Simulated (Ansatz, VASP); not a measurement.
**Ti3Al: VASP beside Ansatz**

```
Ti Al
1.0
     2.92168    0.00000    0.00000
    -1.46084    2.53025    0.00000
     0.00000    0.00000    8.97512
Ti Al
3 1
Direct
  0.66667 0.33333 0.00000
  0.33333 0.66667 0.76212
  0.33333 0.66667 0.23788
  0.66667 0.33333 0.50000
```

Alike in both runs: task single point; functional PBEsol; k mesh 15 × 15 × 6; occupations gaussian, width 0.15 eV; no spin polarisation.

|  | VASP | Ansatz |
| --- | --- | --- |
| version | VASP 6.6.1 | Ansatz 0.2.0 |
| potentials or method | VASP PAW PBE potentials, release 64 (Ti_sv, Al), cutoff 520 eV | scalar-relativistic, plane waves, PAW |
| valence electrons in the cell | 39 | 39 |

|  | VASP | Ansatz | Ansatz less VASP |
| --- | --- | --- | --- |
| gap on the k mesh at the Fermi level (eV) | none | none | - |
| pressure (GPa) | 0.8 | 1.0 | +0.16 |
| traceless stress, the component that is largest in VASP (GPa) | 2.72 | 2.68 | -0.037 |
| rms of the force components (eV/Å) | 0.355 | 0.361 | +0.0057 |

VASP's potentials were made for PBE, not for PBEsol, and Ansatz warns of the same on its side. Atom by atom the forces differ by 0.006 eV/Å (rms over components). A gap of «none» marks a metal or a gap that the smearing closes.
